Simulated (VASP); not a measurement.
# CeO2 (qha) (Fm-3m) in VASP: a series of runs

Runs on CeO2 (qha). Level: PBEsol. Tasks: single point, relaxation of cell and atoms.

All numbers are computed with VASP 6.6.1; they aren't measurements. Logs are shortened: lines on timing, memory, paths and dates and some standing lists are left out, and cuts for length are marked.

## (1) The cell of the first run

The structure is cubic, space group Fm-3m (No. 225). Conventional cell: a = 5.398 Å, b = 5.398 Å, c = 5.398 Å, α = 90.00°, β = 90.00°, γ = 90.00°. Within 3.1 Å of Ce (site symmetry m-3m) lie 8 O at 2.34 Å. Within 3.1 Å of O (site symmetry -43m) lie 4 Ce at 2.34 Å and 6 O at 2.70 Å.

## (2) Single point, PBEsol

INCAR reads:

```
ALGO = Normal
EDIFF = 1E-7
ENCUT = 520
GGA = PS
ISIF = 2
ISMEAR = 0
LASPH = T
LCHARG = T
LELF = T
LREAL = F
LVHAR = T
LWAVE = F
NBANDS = 19
NELM = 60
PREC = Accurate
SIGMA = 0.01
```

KPOINTS reads:

```
k-points
0
Gamma
  12 12 12
```

POSCAR reads:

```
CeO2
1.0
    0.0000000000      2.6990184294      2.6990184294
    2.6990184294      0.0000000000      2.6990184294
    2.6990184294      2.6990184294      0.0000000000
Ce O
1 2
Direct
    0.0000000000      0.0000000000      0.0000000000
    0.2500000000      0.2500000000      0.2500000000
    0.7500000000      0.7500000000      0.7500000000
```

Potentials or basis: VASP PAW PBE potentials, release 64 (Ce, O).

The run is started by

```sh
$ cat potpaw_PBE.64/Ce/POTCAR potpaw_PBE.64/O/POTCAR > POTCAR
$ mpirun -np 1 vasp_std > vasp.out
```

OUTCAR:

```text
EDIFF = 1E-7
   ENCUT = 520
   GGA = PS
   ISIF = 2
   ISMEAR = 0
   LASPH = T
   LREAL = F
   NELM = 60
   PREC = Accurate

 ion  position               nearest neighbor table
   1  0.000  0.000  0.000-   3 2.34   3 2.34   3 2.34   2 2.34   3 2.34   2 2.34   2 2.34   2 2.34

   2  0.250  0.250  0.250-   1 2.34   1 2.34   1 2.34   1 2.34
   3  0.750  0.750  0.750-   1 2.34   1 2.34   1 2.34   1 2.34

  LATTYP: Found a face centered cubic cell.
 ALAT       =     5.3980368588

  Lattice vectors:

 A1 = (   0.0000000000,   2.6990184294,   2.6990184294)
 A2 = (   2.6990184294,   0.0000000000,   2.6990184294)
 A3 = (   2.6990184294,   2.6990184294,   0.0000000000)

Analysis of symmetry for initial positions (statically):
=====================================================================
 Subroutine PRICEL returns:
 Original cell was already a primitive cell.

 Routine SETGRP: Setting up the symmetry group for a
 face centered cubic supercell.

 Subroutine GETGRP returns: Found 48 space group operations
 (whereof 48 operations were pure point group operations)
 out of a pool of 48 trial point group operations.

The static configuration has the point symmetry O_h .

Analysis of symmetry for dynamics (positions and initial velocities):
=====================================================================
 Subroutine PRICEL returns:
 Original cell was already a primitive cell.

 Routine SETGRP: Setting up the symmetry group for a
 face centered cubic supercell.

 Subroutine GETGRP returns: Found 48 space group operations
 (whereof 48 operations were pure point group operations)
 out of a pool of 48 trial point group operations.

The dynamic configuration has the point symmetry O_h .

 Subroutine INISYM returns: Found 48 space group operations
 (whereof 48 operations are pure point group operations),
 and found     1 'primitive' translations

----------------------------------------------------------------------------------------

                                     Primitive cell

  volume of cell :      39.3231

  direct lattice vectors                    reciprocal lattice vectors
     0.000000000  2.699018429  2.699018429    -0.185252533  0.185252533  0.185252533
     2.699018429  0.000000000  2.699018429     0.185252533 -0.185252533  0.185252533
     2.699018429  2.699018429  0.000000000     0.185252533  0.185252533 -0.185252533

  length of vectors
     3.816988468  3.816988468  3.816988468     0.320866799  0.320866799  0.320866799

  position of ions in fractional coordinates (direct lattice)
     0.000000000  0.000000000  0.000000000
     0.250000000  0.250000000  0.250000000
     0.750000000  0.750000000  0.750000000

  ion indices of the primitive-cell ions
   primitive index   ion index
                 1           1
                 2           2
                 3           3

----------------------------------------------------------------------------------------

 KPOINTS: k-points

Automatic generation of k-mesh.
 Grid dimensions read from file:
 generate k-points for:   12   12   12

 Generating k-lattice:

  Cartesian coordinates                     Fractional coordinates (reciprocal lattice)
    -0.015437711  0.015437711  0.015437711     0.083333333  0.000000000  0.000000000
     0.015437711 -0.015437711  0.015437711     0.000000000  0.083333333  0.000000000
     0.015437711  0.015437711 -0.015437711     0.000000000  0.000000000  0.083333333

  Length of vectors
     0.026738900  0.026738900  0.026738900

  Shift w.r.t. Gamma in fractional coordinates (k-lattice)
     0.000000000  0.000000000  0.000000000

 Subroutine IBZKPT returns following result:
 ===========================================

 Found     72 irreducible k-points:

 Following reciprocal coordinates:
            Coordinates               Weight
  0.000000  0.000000  0.000000      1.000000
  0.083333  0.000000  0.000000      8.000000
  0.166667  0.000000  0.000000      8.000000
  0.250000  0.000000  0.000000      8.000000
  0.333333  0.000000  0.000000      8.000000
  0.416667  0.000000  0.000000      8.000000
[... 16 lines left out ...]
  0.500000  0.166667  0.000000     24.000000
 -0.416667  0.166667  0.000000     24.000000
 [... further k-points ...]
   k-points           NKPTS =     72   k-points in BZ     NKDIM =     72   number of bands    NBANDS=     19
   number of dos      NEDOS =    301   number of ions     NIONS =      3
   total plane-waves  NPLWV =  21952
   dimension x,y,z NGX =    28 NGY =   28 NGZ =   28
   dimension x,y,z NGXF=    56 NGYF=   56 NGZF=   56
   ions per type =               1   2
   NGX,Y,Z   is equivalent  to a cutoff of  12.20, 12.20, 12.20 a.u.
   NGXF,Y,Z  is equivalent  to a cutoff of  24.39, 24.39, 24.39 a.u.
 SYSTEM =  unknown system
   PREC   = accura    normal or accurate (medium, high low for compatibility)
   ISTART =      0    job   : 0-new  1-cont  2-samecut
   ICHARG =      2    charge: 1-file 2-atom 10-const
   ISPIN  =      1    spin polarized calculation?
   LNONCOLLINEAR =      F non collinear calculations
   LSORBIT =      F    spin-orbit coupling
   LASPH  =      T    aspherical Exc in radial PAW
   ENCUT  =  520.0 eV  38.22 Ry    6.18 a.u.   7.10  7.10  7.10*2*pi/ulx,y,z
   NELM   =     60;   NELMIN=  2; NELMDL= -5     # of ELM steps
   EDIFF  = 0.1E-06   stopping-criterion for ELM
   LREAL  =      F    real-space projection
   EDIFFG = 0.1E-05   stopping-criterion for IOM
   NSW    =      0    number of steps for IOM
   IBRION =     -1    ionic relax: 0-MD 1-quasi-New 2-CG
   NFREE  =      0    steps in history (QN), initial steepest desc. (CG)
   ISIF   =      2    stress and relaxation
   ISYM   =      2    0-nonsym 1-usesym 2-fastsym
   POTIM  = 0.5000    time-step for ionic-motion
   TEBEG  =    0.0;   TEEND  =   0.0 temperature during run
   PSTRESS=    0.0 pullay stress
   NELECT =      24.0000    total number of electrons
   NUPDOWN=      -1.0000    fix difference up-down
   EMIN   =  10.00;   EMAX   =-10.00  energy-range for DOS
   EFERMI =   0.00;   METHOD = LEGACY
   ISMEAR =     0;   SIGMA  =   0.01  broadening in eV -4-tet -1-fermi 0-gaus
   EFERMI_NEDOS =   21; number of points for ismear=-14 and -15
   IALGO  =     38    algorithm
   IMIX   =      4    mixing-type and parameters
     AMIX     =   0.40;   BMIX     =  1.00
     AMIX_MAG =   1.60;   BMIX_MAG =  1.00
  volume/ion in A,a.u.               =      13.11        88.46
  Fermi-wavevector in a.u.,A,eV,Ry     =   1.388660  2.624188 26.237173  1.928378
  Thomas-Fermi vector in A             =   2.512765
   LORBIT       =      0    0 simple, 1 ext, 2 COOP (PROOUT), +10 PAW based schemes
   GGA     = PS    functional components
   LHFCALC =     F    Hartree Fock is set to
   AEXX    =    0.0000 exact exchange contribution
   IVDW    =     0    specifies the selected vdW correction
   LEPSILON=     F    determine dielectric tensor
   LRPA    =     F    only Hartree local field effects (RPA)
 non-spin polarized calculation
 Gauss-broadening in eV      SIGMA  =   0.01
  energy-cutoff  :      520.00
  volume of cell :       39.32
 maximum number of plane-waves:      1071
   NGX = 15   NGY = 15   NGZ = 15

 number of electron      23.9999998 magnetization

 Free energy of the ion-electron system (eV)
  ---------------------------------------------------
  ext. energy  EPLUGINS =         0.00000000
  ---------------------------------------------------
  free energy    TOTEN  =       -27.54450188 eV

  energy without entropy =      -27.54450188  energy(sigma->0) =      -27.54450188

 E-fermi :   5.4099     XC(G=0): -11.6343

 val. band max:        5.2884891830   @ k =  -0.2500   0.2500   0.0000
 cond. band min:       7.2602100623   @ k =   0.5000   0.0000   0.0000
 fundamental gap:      1.9717208794
 Fermi energy:         5.4099288129

 k-point     1 :       0.0000    0.0000    0.0000
  band No.  band energies     occupation
      1     -27.1144      2.00000
      2     -10.9907      2.00000
      3     -10.0154      2.00000
      4      -9.2483      2.00000
      5      -9.2483      2.00000
      6      -9.2483      2.00000
[... 11 lines left out ...]
     18       8.2800      0.00000
     19       8.2800      0.00000

 k-point     2 :       0.0833    0.0000    0.0000
  band No.  band energies     occupation
      1     -27.0998      2.00000
      2     -11.2749      2.00000
      3     -10.0711      2.00000
      4      -9.2664      2.00000
      5      -9.2664      2.00000
      6      -8.9591      2.00000
[... 11 lines left out ...]
     18       8.2316      0.00000
     19       8.2316      0.00000

 k-point     3 :       0.1667    0.0000    0.0000
  band No.  band energies     occupation
      1     -27.0601      2.00000
      2     -11.8217      2.00000
      3     -10.2420      2.00000
      4      -9.3152      2.00000
      5      -9.3152      2.00000
      6      -8.3683      2.00000
[... 11 lines left out ...]
     18       8.1386      0.00000
     19       8.1386      0.00000

 k-point     4 :       0.2500    0.0000    0.0000
  band No.  band energies     occupation
      1     -27.0052      2.00000
      2     -12.3668      2.00000
      3     -10.4642      2.00000
      4      -9.3801      2.00000
      5      -9.3801      2.00000
      6      -7.7479      2.00000
[... 407 lines left out ...]
     18       8.0246      0.00000
     19       8.1686      0.00000

 k-point    23 :       0.5000    0.1667    0.0000
  band No.  band energies     occupation
      1     -26.8731      2.00000
      2     -13.0575      2.00000
      3     -11.6316      2.00000
      4      -9.6047      2.00000
      5      -8.6500      2.00000
      6      -6.9806      2.00000
[... 11 lines left out ...]
     18       8.0044      0.00000
     19       8.2540      0.00000

 k-point    24 :      -0.4167    0.1667    0.0000
  band No.  band energies     occupation
      1     -26.8692      2.00000
      2     -13.0405      2.00000
      3     -11.7456      2.00000
      4      -9.5706      2.00000
      5      -8.5594      2.00000
      6      -7.0242      2.00000
[... 11 lines left out ...]
     18       7.9624      0.00000
     19       8.2666      0.00000

 [... further k-points ...]

------------------------ aborting loop because EDIFF is reached ----------------------------------------

  FORCE on cell =-STRESS in cart. coord.  units (eV):
  Direction    XX          YY          ZZ          XY          YZ          ZX
  --------------------------------------------------------------------------------------
  -------------------------------------------------------------------------------------
  Total       -0.0075176     -0.0075176     -0.0075176     -0.0000000      0.0000000     -0.0000000
  in kB       -0.3062949     -0.3062949     -0.3062949     -0.0000000      0.0000000     -0.0000000
  external PRESSURE =      -0.3062949 kB  Pullay stress =       0.0000000 kB

 VOLUME and BASIS-vectors are now :
 -----------------------------------------------------------------------------
  energy-cutoff  :      520.00
  volume of cell :       39.32
      direct lattice vectors                 reciprocal lattice vectors
     0.000000000  2.699018429  2.699018429    -0.185252533  0.185252533  0.185252533
     2.699018429  0.000000000  2.699018429     0.185252533 -0.185252533  0.185252533
     2.699018429  2.699018429  0.000000000     0.185252533  0.185252533 -0.185252533

 POSITION                                       TOTAL-FORCE (eV/Angst)
 -----------------------------------------------------------------------------------
      0.00000      0.00000      0.00000        -0.000000     -0.000000     -0.000000
      1.34951      1.34951      1.34951         0.000000      0.000000     -0.000000
      4.04853      4.04853      4.04853        -0.000000     -0.000000      0.000000
 -----------------------------------------------------------------------------------
    total drift:                                0.000000      0.000000      0.000000

  FREE ENERGIE OF THE ION-ELECTRON SYSTEM (eV)
  ---------------------------------------------------
  free  energy   TOTEN  =       -27.5445018810 eV

  energy  without entropy=      -27.5445018810  energy(sigma->0) =      -27.54450188
```

Wall time 96 s (1 thread of Oxide Virtual Turin-like, shared host); peak memory 0.18 GiB.

What came out:

| Quantity | Value |
| --- | --- |
| Free energy | -27.5445 eV |
| Pressure | 0.0 GPa |
| Band gap on the k mesh | 1.97 eV, indirect (least direct gap 2.08 eV) |

Levels at points of the mesh, in eV from the valence-band top:
```csv
k point,band 9,band 10,band 11,band 12,band 13,band 14,band 15,band 16
"(0.00, 0.00, 0.00)",-3.98,-0.65,-0.65,-0.65,2.30,2.30,2.30,2.58
"(0.50, 0.00, 0.00)",-1.30,-1.25,-0.82,-0.82,1.97,2.17,2.17,2.31
"(0.50, 0.50, 0.00)",-1.21,-0.83,-0.83,-0.65,2.00,2.12,2.12,2.30
```

Caveat: the PAW data sets were made with another functional, which shifts forces and pressure a little; spin-orbit coupling is left out, which moves the levels of the heavy elements; without U or exact exchange the open f shell lies at the Fermi level, which spoils levels, moments and volumes.

[end of part 1 of 2]
